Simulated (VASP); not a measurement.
# WC (Fm-3m) in VASP: a series of runs

The runs below take WC through single point, with LDA.

Program: VASP 6.6.1. These are calculated values, not measurements. Logs are shortened: lines on timing, memory, paths and dates and some standing lists are left out, and cuts for length are marked.

## (1) The cell of the first run

It takes space group Fm-3m (No. 225, cubic). The conventional cell has a = 4.326 Å, b = 4.326 Å, c = 4.326 Å, α = 90.00°, β = 90.00°, γ = 90.00°. Within 2.9 Å of W (site symmetry m-3m) lie 6 C at 2.16 Å. C (site symmetry m-3m) has 6 W at 2.16 Å within 2.9 Å.

## (2) Single point, LDA (volume scaled by 0.96)

The input, INCAR:

```
PREC = Accurate
ENCUT = 520
EDIFF = 1E-7
ISMEAR = -1
SIGMA = 0.05
LREAL = F
LASPH = T
NELM = 100
ALGO = Normal
ISIF = 2
LWAVE = F
LCHARG = F
GGA = CA
NBANDS = 16
```

The input, KPOINTS:

```
regular mesh
0
Gamma
  10 10 10
```

The input, POSCAR:

```
WC
1.0
    0.0000000000      2.1630495024      2.1630495024
    2.1630495024      0.0000000000      2.1630495024
    2.1630495024      2.1630495024      0.0000000000
W C
1 1
Direct
    0.0000000000      0.0000000000      0.0000000000
    0.5000000000      0.5000000000      0.5000000000
```

Potentials or basis: VASP PAW LDA potentials, release 64 (W_sv, C).

Launch:

```
$ cat potpaw_LDA.64/W_sv/POTCAR potpaw_LDA.64/C/POTCAR > POTCAR
$ mpirun -np 1 vasp_std > vasp.out
```

OUTCAR:

```text
PREC = Accurate
   ENCUT = 520
   EDIFF = 1E-7
   ISMEAR = -1
   LREAL = F
   LASPH = T
   NELM = 100
   ISIF = 2
   GGA = CA

 ion  position               nearest neighbor table
   1  0.000  0.000  0.000-   2 2.16   2 2.16   2 2.16   2 2.16   2 2.16   2 2.16
   2  0.500  0.500  0.500-   1 2.16   1 2.16   1 2.16   1 2.16   1 2.16   1 2.16

  LATTYP: Found a face centered cubic cell.
 ALAT       =     4.3260990048

  Lattice vectors:

 A1 = (   0.0000000000,   2.1630495024,   2.1630495024)
 A2 = (   2.1630495024,   0.0000000000,   2.1630495024)
 A3 = (   2.1630495024,   2.1630495024,   0.0000000000)

Analysis of symmetry for initial positions (statically):
=====================================================================
 Subroutine PRICEL returns:
 Original cell was already a primitive cell.

 Routine SETGRP: Setting up the symmetry group for a
 face centered cubic supercell.

 Subroutine GETGRP returns: Found 48 space group operations
 (whereof 48 operations were pure point group operations)
 out of a pool of 48 trial point group operations.

The static configuration has the point symmetry O_h .

Analysis of symmetry for dynamics (positions and initial velocities):
=====================================================================
 Subroutine PRICEL returns:
 Original cell was already a primitive cell.

 Routine SETGRP: Setting up the symmetry group for a
 face centered cubic supercell.

 Subroutine GETGRP returns: Found 48 space group operations
 (whereof 48 operations were pure point group operations)
 out of a pool of 48 trial point group operations.

The dynamic configuration has the point symmetry O_h .

 Subroutine INISYM returns: Found 48 space group operations
 (whereof 48 operations are pure point group operations),
 and found     1 'primitive' translations

----------------------------------------------------------------------------------------

                                     Primitive cell

  volume of cell :      20.2409

  direct lattice vectors                    reciprocal lattice vectors
     0.000000000  2.163049502  2.163049502    -0.231155135  0.231155135  0.231155135
     2.163049502  0.000000000  2.163049502     0.231155135 -0.231155135  0.231155135
     2.163049502  2.163049502  0.000000000     0.231155135  0.231155135 -0.231155135

  length of vectors
     3.059013942  3.059013942  3.059013942     0.400372438  0.400372438  0.400372438

  position of ions in fractional coordinates (direct lattice)
     0.000000000  0.000000000  0.000000000
     0.500000000  0.500000000  0.500000000

  ion indices of the primitive-cell ions
   primitive index   ion index
                 1           1
                 2           2

----------------------------------------------------------------------------------------

 KPOINTS: regular mesh

Automatic generation of k-mesh.
 Grid dimensions read from file:
 generate k-points for:   10   10   10

 Generating k-lattice:

  Cartesian coordinates                     Fractional coordinates (reciprocal lattice)
    -0.023115514  0.023115514  0.023115514     0.100000000  0.000000000  0.000000000
     0.023115514 -0.023115514  0.023115514     0.000000000  0.100000000  0.000000000
     0.023115514  0.023115514 -0.023115514     0.000000000  0.000000000  0.100000000

  Length of vectors
     0.040037244  0.040037244  0.040037244

  Shift w.r.t. Gamma in fractional coordinates (k-lattice)
     0.000000000  0.000000000  0.000000000

 Subroutine IBZKPT returns following result:
 ===========================================

 Found     47 irreducible k-points:

 Following reciprocal coordinates:
            Coordinates               Weight
  0.000000  0.000000  0.000000      1.000000
  0.100000  0.000000  0.000000      8.000000
  0.200000  0.000000  0.000000      8.000000
  0.300000  0.000000  0.000000      8.000000
  0.400000  0.000000  0.000000      8.000000
  0.500000  0.000000  0.000000      4.000000
[... 16 lines left out ...]
  0.300000  0.300000  0.000000      6.000000
  0.400000  0.300000  0.000000     24.000000
 [... further k-points ...]
   k-points           NKPTS =     47   k-points in BZ     NKDIM =     47   number of bands    NBANDS=     16
   number of dos      NEDOS =    301   number of ions     NIONS =      2
   total plane-waves  NPLWV =  13824
   dimension x,y,z NGX =    24 NGY =   24 NGZ =   24
   dimension x,y,z NGXF=    48 NGYF=   48 NGZF=   48
   ions per type =               1   1
   NGX,Y,Z   is equivalent  to a cutoff of  13.04, 13.04, 13.04 a.u.
   NGXF,Y,Z  is equivalent  to a cutoff of  26.09, 26.09, 26.09 a.u.
 SYSTEM =  unknown system
   PREC   = accura    normal or accurate (medium, high low for compatibility)
   ISTART =      0    job   : 0-new  1-cont  2-samecut
   ICHARG =      2    charge: 1-file 2-atom 10-const
   ISPIN  =      1    spin polarized calculation?
   LNONCOLLINEAR =      F non collinear calculations
   LSORBIT =      F    spin-orbit coupling
   LASPH  =      T    aspherical Exc in radial PAW
   ENCUT  =  520.0 eV  38.22 Ry    6.18 a.u.   5.69  5.69  5.69*2*pi/ulx,y,z
   NELM   =    100;   NELMIN=  2; NELMDL= -5     # of ELM steps
   EDIFF  = 0.1E-06   stopping-criterion for ELM
   LREAL  =      F    real-space projection
   EDIFFG = 0.1E-05   stopping-criterion for IOM
   NSW    =      0    number of steps for IOM
   IBRION =     -1    ionic relax: 0-MD 1-quasi-New 2-CG
   NFREE  =      0    steps in history (QN), initial steepest desc. (CG)
   ISIF   =      2    stress and relaxation
   ISYM   =      2    0-nonsym 1-usesym 2-fastsym
   POTIM  = 0.5000    time-step for ionic-motion
   TEBEG  =    0.0;   TEEND  =   0.0 temperature during run
   PSTRESS=    0.0 pullay stress
   NELECT =      18.0000    total number of electrons
   NUPDOWN=      -1.0000    fix difference up-down
   EMIN   =  10.00;   EMAX   =-10.00  energy-range for DOS
   EFERMI =   0.00;   METHOD = LEGACY
   ISMEAR =    -1;   SIGMA  =   0.05  broadening in eV -4-tet -1-fermi 0-gaus
   EFERMI_NEDOS =   21; number of points for ismear=-14 and -15
   IALGO  =     38    algorithm
   IMIX   =      4    mixing-type and parameters
     AMIX     =   0.40;   BMIX     =  1.00
     AMIX_MAG =   1.60;   BMIX_MAG =  1.00
  volume/ion in A,a.u.               =      10.12        68.30
  Fermi-wavevector in a.u.,A,eV,Ry     =   1.574306  2.975007 33.721224  2.478440
  Thomas-Fermi vector in A             =   2.675460
   LORBIT       =      0    0 simple, 1 ext, 2 COOP (PROOUT), +10 PAW based schemes
   GGA     = CA    functional components
   LHFCALC =     F    Hartree Fock is set to
   AEXX    =    0.0000 exact exchange contribution
   IVDW    =     0    specifies the selected vdW correction
   LEPSILON=     F    determine dielectric tensor
   LRPA    =     F    only Hartree local field effects (RPA)
 non-spin polarized calculation
  energy-cutoff  :      520.00
  volume of cell :       20.24
 maximum number of plane-waves:       556
   NGX = 11   NGY = 11   NGZ = 11

 number of electron      17.9999999 magnetization

 Free energy of the ion-electron system (eV)
  ---------------------------------------------------
  ext. energy  EPLUGINS =         0.00000000
  ---------------------------------------------------
  free energy    TOTEN  =       -23.82627934 eV

  energy without entropy =      -23.82019963  energy(sigma->0) =      -23.82323949

 E-fermi :  12.9708     XC(G=0): -14.1197

 val. band max:       12.8733326797   @ k =   0.3000   0.2000   0.1000
 cond. band min:      12.9998757524   @ k =  -0.1000   0.1000   0.0000
 fundamental gap:      0.1265430727
 Fermi energy:        12.9708190046

 k-point     1 :       0.0000    0.0000    0.0000
  band No.  band energies     occupation
      1     -62.0076      2.00000
      2     -26.2555      2.00000
      3     -26.2555      2.00000
      4     -26.2555      2.00000
      5      -3.0482      2.00000
      6      10.0115      2.00000
[... 8 lines left out ...]
     15      22.6084      0.00000
     16      37.0435      0.00000

 k-point     2 :       0.1000    0.0000    0.0000
  band No.  band energies     occupation
      1     -62.0031      2.00000
      2     -26.3254      2.00000
      3     -26.2628      2.00000
      4     -26.2628      2.00000
      5      -2.7511      2.00000
      6       9.0967      2.00000
[... 8 lines left out ...]
     15      23.2943      0.00000
     16      34.3046      0.00000

 k-point     3 :       0.2000    0.0000    0.0000
  band No.  band energies     occupation
      1     -61.9914      2.00000
      2     -26.5048      2.00000
      3     -26.2820      2.00000
      4     -26.2820      2.00000
      5      -1.9154      2.00000
      6       7.4331      2.00000
[... 8 lines left out ...]
     15      24.8509      0.00000
     16      31.2476      0.00000

 k-point     4 :       0.3000    0.0000    0.0000
  band No.  band energies     occupation
      1     -61.9770      2.00000
      2     -26.7196      2.00000
      3     -26.3055      2.00000
      4     -26.3055      2.00000
      5      -0.6868      2.00000
      6       5.6930      2.00000
[... 8 lines left out ...]
     15      25.8933      0.00000
     16      28.9034      0.00000

 k-point     5 :       0.4000    0.0000    0.0000
  band No.  band energies     occupation
      1     -61.9652      2.00000
      2     -26.8883      2.00000
      3     -26.3245      2.00000
      4     -26.3245      2.00000
      5       0.7450      2.00000
      6       4.0436      2.00000
[... 8 lines left out ...]
     15      26.2127      0.00000
     16      26.2127      0.00000

 k-point     6 :       0.5000    0.0000    0.0000
  band No.  band energies     occupation
      1     -61.9607      2.00000
      2     -26.9516      2.00000
      3     -26.3317      2.00000
      4     -26.3317      2.00000
      5       1.9069      2.00000
      6       2.8300      2.00000
[... 8 lines left out ...]
     15      25.0055      0.00000
     16      25.0055      0.00000
[... 267 lines left out ...]
 k-point    21 :      -0.3000    0.2000    0.0000
  band No.  band energies     occupation
      1     -61.9607      2.00000
      2     -26.7848      2.00000
      3     -26.5055      2.00000
      4     -26.3325      2.00000
      5       0.5691      2.00000
      6       4.3522      2.00000
[... 8 lines left out ...]
     15      25.7485      0.00000
     16      26.5278      0.00000

 k-point    22 :      -0.2000    0.2000    0.0000
  band No.  band energies     occupation
      1     -61.9719      2.00000
      2     -26.6813      2.00000
      3     -26.4443      2.00000
      4     -26.2986      2.00000
      5      -0.4154      2.00000
      6       5.3981      2.00000
[... 8 lines left out ...]
     15      26.0547      0.00000
     16      26.7786      0.00000

 k-point    23 :       0.3000    0.3000    0.0000
  band No.  band energies     occupation
      1     -61.9667      2.00000
      2     -26.6780      2.00000
      3     -26.4180      2.00000
      4     -26.4180      2.00000
      5      -0.8230      2.00000
      6       5.5412      2.00000
[... 8 lines left out ...]
     15      25.9812      0.00000
     16      28.8146      0.00000

 k-point    24 :       0.4000    0.3000    0.0000
  band No.  band energies     occupation
      1     -61.9574      2.00000
      2     -26.7679      2.00000
      3     -26.4655      2.00000
      4     -26.4442      2.00000
      5      -0.5190      2.00000
      6       5.7142      2.00000
[... 8 lines left out ...]
     15      24.9896      0.00000
     16      28.8144      0.00000

 [... further k-points ...]
[... 5 lines left out ...]
  --------------------------------------------------------------------------------------
  -------------------------------------------------------------------------------------
  Total        0.1574762      0.1574762      0.1574762      0.0000000      0.0000000      0.0000000
  in kB       12.4651141     12.4651141     12.4651141      0.0000000      0.0000000      0.0000000
  external PRESSURE =      12.4651141 kB  Pullay stress =       0.0000000 kB

 VOLUME and BASIS-vectors are now :
 -----------------------------------------------------------------------------
  energy-cutoff  :      520.00
  volume of cell :       20.24
      direct lattice vectors                 reciprocal lattice vectors
     0.000000000  2.163049502  2.163049502    -0.231155135  0.231155135  0.231155135
     2.163049502  0.000000000  2.163049502     0.231155135 -0.231155135  0.231155135
     2.163049502  2.163049502  0.000000000     0.231155135  0.231155135 -0.231155135

 POSITION                                       TOTAL-FORCE (eV/Angst)
 -----------------------------------------------------------------------------------
      0.00000      0.00000      0.00000         0.000000      0.000000      0.000000
      2.16305      2.16305      2.16305        -0.000000     -0.000000     -0.000000
 -----------------------------------------------------------------------------------
    total drift:                                0.000000     -0.000000     -0.000000

  FREE ENERGIE OF THE ION-ELECTRON SYSTEM (eV)
  ---------------------------------------------------
  free  energy   TOTEN  =       -23.8262793437 eV

  energy  without entropy=      -23.8201996318  energy(sigma->0) =      -23.82323949
```

Wall time 32 s (1 thread of AMD EPYC 7R13, shared host); peak memory 0.11 GiB.

Results:

```yaml
Free_energy: -23.8263 eV
Pressure: 1.2 GPa
Band_gap_on_the_k_mesh: zero (band 9 reaches 14.03 eV, above the bottom of band 10 at 10.67 eV)
```

Levels at points of the mesh, in eV from the Fermi level:
```tsv
k point	band 5	band 6	band 7	band 8	band 9	band 10	band 11	band 12	band 13	band 14
(0.00, 0.00, 0.00)	-16.02	-2.96	-2.96	-2.96	-1.15	-1.15	-1.15	-1.06	-1.06	7.09
(0.50, 0.00, 0.00)	-11.06	-10.14	-6.90	-6.90	1.06	1.06	2.44	5.05	9.15	9.15
(0.50, 0.50, 0.00)	-13.79	-6.13	-5.62	-2.55	-2.55	0.87	2.37	2.37	5.82	7.88
```

Caveat: spin-orbit coupling is left out, which moves the levels of the heavy elements.

## (3) Single point, LDA (volume scaled by 0.98)

The input, INCAR:

```
PREC = Accurate ; ENCUT = 520
EDIFF = 1E-6 ; ISMEAR = -1
SIGMA = 0.05 ; LREAL = F
LASPH = T ; NELM = 100
ALGO = Normal ; ISIF = 2
LWAVE = F ; LCHARG = T
LELF = T ; LVHAR = T
NBANDS = 16
```

KPOINTS is that of step 2.

The input, POSCAR:

```
WC
1.0
    0.0000000000      2.1779675566      2.1779675566
    2.1779675566      0.0000000000      2.1779675566
    2.1779675566      2.1779675566      0.0000000000
W C
1 1
Direct
    0.0000000000      0.0000000000      0.0000000000
    0.5000000000      0.5000000000      0.5000000000
```

Potentials or basis: VASP PAW LDA potentials, release 64 (W_sv, C).

Launch:

```
$ cat potpaw_LDA.64/W_sv/POTCAR potpaw_LDA.64/C/POTCAR > POTCAR
$ mpirun -np 1 vasp_std > vasp.out
```

It took 32 s on 1 thread of AMD EPYC 7R13, shared host; peak memory 0.11 GiB.

The run converged. Its results:

* Free energy: -23.8190 eV
* Pressure: -6.8 GPa
* Band gap on the k mesh: zero (band 9 reaches 13.66 eV, above the bottom of band 10 at 10.40 eV)

Levels at points of the mesh, in eV from the Fermi level:
```csv
k point,band 5,band 6,band 7,band 8,band 9,band 10,band 11,band 12,band 13,band 14
"(0.00, 0.00, 0.00)",-15.84,-2.88,-2.88,-2.88,-1.11,-1.11,-1.11,-1.04,-1.04,6.86
"(0.50, 0.00, 0.00)",-11.03,-9.96,-6.75,-6.75,1.02,1.02,2.36,5.02,8.92,8.92
"(0.50, 0.50, 0.00)",-13.61,-5.96,-5.58,-2.51,-2.51,0.83,2.29,2.29,5.61,7.59
```

Caveat: spin-orbit coupling is left out, which moves the levels of the heavy elements.

## (4) Single point, LDA (volume scaled by 1.02)

The input, INCAR:

```
PREC     = Accurate       # precision mode
ENCUT    = 520            # plane-wave cutoff, eV
EDIFF    = 1E-6           # SCF threshold, eV
ISMEAR   = -1             # smearing method
SIGMA    = 0.05           # smearing width, eV
LREAL    = F              # projectors in reciprocal space
LASPH    = T              # aspherical terms in the spheres
NELM     = 60             # most SCF steps
ALGO     = Normal         # electronic algorithm
ISIF     = 2              # what is computed and relaxed
LWAVE    = F              # write WAVECAR
LCHARG   = T              # write CHGCAR
GGA      = CA             # functional
LELF     = T              # ELF
LVHAR    = T            
NBANDS   = 16             # bands
```

The input, KPOINTS:

```
Automatic mesh
0
Gamma
  10 10 10
```

The input, POSCAR:

```
WC
1.0
    0.0000000000      2.2072055093      2.2072055093
    2.2072055093      0.0000000000      2.2072055093
    2.2072055093      2.2072055093      0.0000000000
W C
1 1
Direct
    0.0000000000      0.0000000000      0.0000000000
    0.5000000000      0.5000000000      0.5000000000
```

Launch:

```
$ cat potpaw_LDA.64/W_sv/POTCAR potpaw_LDA.64/C/POTCAR > POTCAR
$ mpirun -np 1 vasp_std > vasp.out
```

Wall time 33 s (1 thread of AMD EPYC 7R13, shared host); peak memory 0.11 GiB.

The run converged. Its results:

```
Free energy            : -23.7464 eV
Pressure               : -20.5 GPa
Band gap on the k mesh : zero (band 9 reaches 12.96 eV, above the bottom of band 10 at 9.89 eV)
```

Levels at points of the mesh, in eV from the Fermi level:
| k point | band 5 | band 6 | band 7 | band 8 | band 9 | band 10 | band 11 | band 12 | band 13 | band 14 |
| --- | --- | --- | --- | --- | --- | --- | --- | --- | --- | --- |
| (0.00, 0.00, 0.00) | -15.48 | -2.72 | -2.72 | -2.72 | -1.02 | -1.02 | -1.02 | -1.00 | -1.00 | 6.41 |
| (0.50, 0.00, 0.00) | -10.94 | -9.60 | -6.45 | -6.45 | 0.94 | 0.94 | 2.20 | 4.97 | 8.50 | 8.50 |
| (0.50, 0.50, 0.00) | -13.27 | -5.64 | -5.47 | -2.44 | -2.44 | 0.76 | 2.13 | 2.13 | 5.22 | 7.07 |

Caveat: spin-orbit coupling is left out, which moves the levels of the heavy elements.

## (5) The runs side by side

```tsv
cell	gap on the mesh (eV)	pressure (GPa)
a = 3.059 Å, angles 60.0°, 2 atoms	none	1.2
a = 3.080 Å, angles 60.0°, 2 atoms	none	-6.8
a = 3.121 Å, angles 60.0°, 2 atoms	none	-20.5
```

Alike in all rows: task single point; level LDA; potentials or basis VASP PAW LDA potentials, release 64 (W_sv, C); no spin polarisation; k mesh 10 × 10 × 10; cutoff (eV) 520; smearing fermi-dirac 0.05 eV.

Caveats: spin-orbit coupling is left out, which moves the levels of the heavy elements.

Absolute energies hang on the potentials; compare differences alone.
